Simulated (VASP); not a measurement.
# MgS (Niningerite) (Fm-3m) in VASP: notebook

MgS (Niningerite) is run at these levels: PBE, LDA; tasks: single point.

Program: VASP 6.6.1. These are calculated values, not measurements. Logs are shortened: lines on timing, memory, paths and dates and some standing lists are left out, and cuts for length are marked.

### 1 The cell of the first run

It takes space group Fm-3m (No. 225, cubic). Conventional cell: a = 5.133 Å, b = 5.133 Å, c = 5.133 Å, α = 90.00°, β = 90.00°, γ = 90.00°. S (site symmetry m-3m) has 6 Mg at 2.57 Å within 3.4 Å. Mg (site symmetry m-3m) has 6 S at 2.57 Å within 3.4 Å.

### 2 Single point, PBE

Input file INCAR:

```
PREC = Accurate
ENCUT = 520
EDIFF = 1E-6
ISMEAR = -1
SIGMA = 0.05
LREAL = F
LASPH = T
NELM = 80
ALGO = Normal
ISIF = 2
LWAVE = F
LCHARG = F
GGA = PE
NBANDS = 11
```

Input file KPOINTS:

```
Automatic mesh
0
Gamma
  9 9 9
```

Input file POSCAR:

```
MgS
1.0
    0.0000000000      2.5664882573      2.5664882573
    2.5664882573      0.0000000000      2.5664882573
    2.5664882573      2.5664882573      0.0000000000
S Mg
1 1
Direct
    0.5000000000      0.5000000000      0.5000000000
    0.0000000000      0.0000000000      0.0000000000
```

Potentials or basis: VASP PAW PBE potentials, release 64 (S, Mg).

Launch:

```sh
cat potpaw_PBE.64/S/POTCAR potpaw_PBE.64/Mg/POTCAR > POTCAR
mpirun -np 1 vasp_std > vasp.out
```

OUTCAR:

```text
PREC = Accurate
   ENCUT = 520
   EDIFF = 1E-6
   ISMEAR = -1
   LREAL = F
   LASPH = T
   NELM = 80
   ISIF = 2
   GGA = PE

 ion  position               nearest neighbor table
   1  0.500  0.500  0.500-   2 2.57   2 2.57   2 2.57   2 2.57   2 2.57   2 2.57
   2  0.000  0.000  0.000-   1 2.57   1 2.57   1 2.57   1 2.57   1 2.57   1 2.57

  LATTYP: Found a face centered cubic cell.
 ALAT       =     5.1329765146

  Lattice vectors:

 A1 = (   0.0000000000,   2.5664882573,   2.5664882573)
 A2 = (   2.5664882573,   0.0000000000,   2.5664882573)
 A3 = (   2.5664882573,   2.5664882573,   0.0000000000)

Analysis of symmetry for initial positions (statically):
[... 33 lines left out ...]
                                     Primitive cell

  volume of cell :      33.8102

  direct lattice vectors                    reciprocal lattice vectors
     0.000000000  2.566488257  2.566488257    -0.194818737  0.194818737  0.194818737
     2.566488257  0.000000000  2.566488257     0.194818737 -0.194818737  0.194818737
     2.566488257  2.566488257  0.000000000     0.194818737  0.194818737 -0.194818737

  length of vectors
     3.629562501  3.629562501  3.629562501     0.337435950  0.337435950  0.337435950

  position of ions in fractional coordinates (direct lattice)
[... 8 lines left out ...]
----------------------------------------------------------------------------------------

 KPOINTS: Automatic mesh

Automatic generation of k-mesh.
 Grid dimensions read from file:
 generate k-points for:    9    9    9

 Generating k-lattice:

  Cartesian coordinates                     Fractional coordinates (reciprocal lattice)
    -0.021646526  0.021646526  0.021646526     0.111111111  0.000000000  0.000000000
     0.021646526 -0.021646526  0.021646526     0.000000000  0.111111111  0.000000000
     0.021646526  0.021646526 -0.021646526     0.000000000  0.000000000  0.111111111

  Length of vectors
     0.037492883  0.037492883  0.037492883

  Shift w.r.t. Gamma in fractional coordinates (k-lattice)
     0.000000000  0.000000000  0.000000000

 Subroutine IBZKPT returns following result:
 ===========================================

 Found     35 irreducible k-points:

 Following reciprocal coordinates:
            Coordinates               Weight
  0.000000  0.000000  0.000000      1.000000
  0.111111  0.000000  0.000000      8.000000
  0.222222  0.000000  0.000000      8.000000
  0.333333  0.000000  0.000000      8.000000
  0.444444  0.000000  0.000000      8.000000
  0.111111  0.111111  0.000000      6.000000
[... 16 lines left out ...]
 -0.333333  0.333333  0.000000     12.000000
  0.444444  0.444444  0.000000      6.000000
 [... further k-points ...]
   k-points           NKPTS =     35   k-points in BZ     NKDIM =     35   number of bands    NBANDS=     11
   number of dos      NEDOS =    301   number of ions     NIONS =      2
   total plane-waves  NPLWV =  21952
   dimension x,y,z NGX =    28 NGY =   28 NGZ =   28
   dimension x,y,z NGXF=    56 NGYF=   56 NGZF=   56
   ions per type =               1   1
   NGX,Y,Z   is equivalent  to a cutoff of  12.82, 12.82, 12.82 a.u.
   NGXF,Y,Z  is equivalent  to a cutoff of  25.65, 25.65, 25.65 a.u.
 SYSTEM =  unknown system
   PREC   = accura    normal or accurate (medium, high low for compatibility)
   ISTART =      0    job   : 0-new  1-cont  2-samecut
   ICHARG =      2    charge: 1-file 2-atom 10-const
   ISPIN  =      1    spin polarized calculation?
   LNONCOLLINEAR =      F non collinear calculations
   LSORBIT =      F    spin-orbit coupling
   LASPH  =      T    aspherical Exc in radial PAW
   ENCUT  =  520.0 eV  38.22 Ry    6.18 a.u.   6.75  6.75  6.75*2*pi/ulx,y,z
   NELM   =     80;   NELMIN=  2; NELMDL= -5     # of ELM steps
   EDIFF  = 0.1E-05   stopping-criterion for ELM
   LREAL  =      F    real-space projection
   EDIFFG = 0.1E-04   stopping-criterion for IOM
   NSW    =      0    number of steps for IOM
   IBRION =     -1    ionic relax: 0-MD 1-quasi-New 2-CG
[... 8 lines left out ...]
   EMIN   =  10.00;   EMAX   =-10.00  energy-range for DOS
   EFERMI =   0.00;   METHOD = LEGACY
   ISMEAR =    -1;   SIGMA  =   0.05  broadening in eV -4-tet -1-fermi 0-gaus
   EFERMI_NEDOS =   21; number of points for ismear=-14 and -15
   IALGO  =     38    algorithm
   IMIX   =      4    mixing-type and parameters
     AMIX     =   0.40;   BMIX     =  1.00
     AMIX_MAG =   1.60;   BMIX_MAG =  1.00
  volume/ion in A,a.u.               =      16.91       114.08
  Fermi-wavevector in a.u.,A,eV,Ry     =   1.012563  1.913467 13.949844  1.025285
  Thomas-Fermi vector in A             =   2.145680
   LORBIT       =      0    0 simple, 1 ext, 2 COOP (PROOUT), +10 PAW based schemes
   GGA     = PE    functional components
   LHFCALC =     F    Hartree Fock is set to
   AEXX    =    0.0000 exact exchange contribution
   IVDW    =     0    specifies the selected vdW correction
   LEPSILON=     F    determine dielectric tensor
   LRPA    =     F    only Hartree local field effects (RPA)
 non-spin polarized calculation
  energy-cutoff  :      520.00
  volume of cell :       33.81
 maximum number of plane-waves:       941
   NGX = 13   NGY = 13   NGZ = 13

 number of electron       7.9999998 magnetization

 Free energy of the ion-electron system (eV)
  ---------------------------------------------------
  ext. energy  EPLUGINS =         0.00000000
  ---------------------------------------------------
  free energy    TOTEN  =        -8.47939286 eV

  energy without entropy =       -8.47939286  energy(sigma->0) =       -8.47939286

 E-fermi :   5.1629     XC(G=0):  -9.8579

 val. band max:        4.0973818314   @ k =   0.0000   0.0000   0.0000
 cond. band min:       7.0927202403   @ k =   0.4444   0.4444   0.0000
 fundamental gap:      2.9953384089
 Fermi energy:         5.1628727602

 k-point     1 :       0.0000    0.0000    0.0000
  band No.  band energies     occupation
      1      -8.8086      2.00000
      2       4.0974      2.00000
      3       4.0974      2.00000
      4       4.0974      2.00000
      5       8.1389      0.00000
      6      12.0229      0.00000
      7      12.0229      0.00000
      8      12.0229      0.00000
      9      14.4907      0.00000
     10      14.4907      0.00000
     11      16.7297      0.00000

 k-point     2 :       0.1111    0.0000    0.0000
  band No.  band energies     occupation
      1      -8.6807      2.00000
      2       3.2119      2.00000
      3       4.0090      2.00000
      4       4.0090      2.00000
      5       8.8065      0.00000
      6      11.7607      0.00000
      7      12.2533      0.00000
      8      12.2533      0.00000
      9      13.9554      0.00000
     10      13.9554      0.00000
     11      17.1646      0.00000

 k-point     3 :       0.2222    0.0000    0.0000
  band No.  band energies     occupation
      1      -8.3246      2.00000
      2       1.5921      2.00000
      3       3.8042      2.00000
      4       3.8042      2.00000
      5       9.2524      0.00000
      6      12.1211      0.00000
      7      12.1211      0.00000
      8      12.2890      0.00000
      9      14.1519      0.00000
     10      14.1519      0.00000
     11      16.4541      0.00000

 k-point     4 :       0.3333    0.0000    0.0000
  band No.  band energies     occupation
      1      -7.8414      2.00000
      2       0.1003      2.00000
      3       3.5982      2.00000
      4       3.5982      2.00000
      5       8.9678      0.00000
      6      11.4849      0.00000
      7      11.4849      0.00000
      8      13.8269      0.00000
      9      15.7166      0.00000
     10      15.7166      0.00000
     11      15.8840      0.00000

 k-point     5 :       0.4444    0.0000    0.0000
  band No.  band energies     occupation
      1      -7.4555      2.00000
      2      -0.8238      2.00000
      3       3.4760      2.00000
      4       3.4760      2.00000
      5       8.7346      0.00000
      6      11.1017      0.00000
      7      11.1017      0.00000
      8      14.6315      0.00000
      9      16.2787      0.00000
     10      17.8464      0.00000
     11      17.8464      0.00000
[... 211 lines left out ...]
 k-point    21 :       0.4444    0.3333    0.0000
  band No.  band energies     occupation
      1      -7.2385      2.00000
      2       0.0936      2.00000
      3       2.1125      2.00000
      4       2.5441      2.00000
      5       7.8047      0.00000
      6       9.1494      0.00000
      7      14.4919      0.00000
      8      15.0238      0.00000
      9      17.1117      0.00000
     10      18.2203      0.00000
     11      21.1232      0.00000

 k-point    22 :      -0.4444    0.3333    0.0000
  band No.  band energies     occupation
      1      -7.0352      2.00000
      2       0.0257      2.00000
      3       1.1691      2.00000
      4       2.6223      2.00000
      5       8.0093      0.00000
      6      10.4566      0.00000
      7      14.0816      0.00000
      8      14.2537      0.00000
      9      16.9056      0.00000
     10      18.3973      0.00000
     11      21.0043      0.00000

 k-point    23 :      -0.3333    0.3333    0.0000
  band No.  band energies     occupation
      1      -7.0670      2.00000
      2       0.2991      2.00000
      3       0.5952      2.00000
      4       2.8868      2.00000
      5       8.5778      0.00000
      6      11.9845      0.00000
      7      13.1553      0.00000
      8      13.5150      0.00000
      9      16.1295      0.00000
     10      16.6427      0.00000
     11      21.2243      0.00000

 k-point    24 :       0.4444    0.4444    0.0000
  band No.  band energies     occupation
      1      -7.0654      2.00000
      2      -0.2080      2.00000
      3       2.3621      2.00000
      4       2.3621      2.00000
      5       7.0927      0.00000
      6       8.4287      0.00000
      7      16.1461      0.00000
      8      16.9133      0.00000
      9      17.4680      0.00000
     10      17.4680      0.00000
     11      20.5919      0.00000

 [... further k-points ...]
[... 5 lines left out ...]
  --------------------------------------------------------------------------------------
  -------------------------------------------------------------------------------------
  Total        0.9140328      0.9140328      0.9140328      0.0000000      0.0000000      0.0000000
  in kB       43.3136231     43.3136231     43.3136231      0.0000000      0.0000000      0.0000000
  external PRESSURE =      43.3136231 kB  Pullay stress =       0.0000000 kB

 VOLUME and BASIS-vectors are now :
 -----------------------------------------------------------------------------
  energy-cutoff  :      520.00
  volume of cell :       33.81
      direct lattice vectors                 reciprocal lattice vectors
     0.000000000  2.566488257  2.566488257    -0.194818737  0.194818737  0.194818737
     2.566488257  0.000000000  2.566488257     0.194818737 -0.194818737  0.194818737
     2.566488257  2.566488257  0.000000000     0.194818737  0.194818737 -0.194818737

 POSITION                                       TOTAL-FORCE (eV/Angst)
 -----------------------------------------------------------------------------------
      2.56649      2.56649      2.56649        -0.000000     -0.000000     -0.000000
      0.00000      0.00000      0.00000         0.000000      0.000000      0.000000
 -----------------------------------------------------------------------------------
    total drift:                                0.000000      0.000000      0.000000

  FREE ENERGIE OF THE ION-ELECTRON SYSTEM (eV)
  ---------------------------------------------------
  free  energy   TOTEN  =        -8.4793928575 eV

  energy  without entropy=       -8.4793928575  energy(sigma->0) =       -8.47939286
```

Run time: 12 s. Hardware: 1 thread of Intel Xeon Platinum 8259CL at 2.50GHz (Skylake/Cascade Lake), shared host; peak memory 0.15 GiB.

Results:

| Property | Result |
| --- | --- |
| Free energy | -8.4794 eV |
| Pressure | 4.3 GPa |
| Band gap on the k mesh | 3.00 eV, indirect (least direct gap 4.04 eV) |

Levels at points of the mesh, in eV from the valence-band top:
```tsv
k point	band 1	band 2	band 3	band 4	band 5	band 6	band 7	band 8
(0.00, 0.00, 0.00)	-12.91	0.00	0.00	0.00	4.04	7.93	7.93	7.93
```

(Continued in part 2 of 2.)
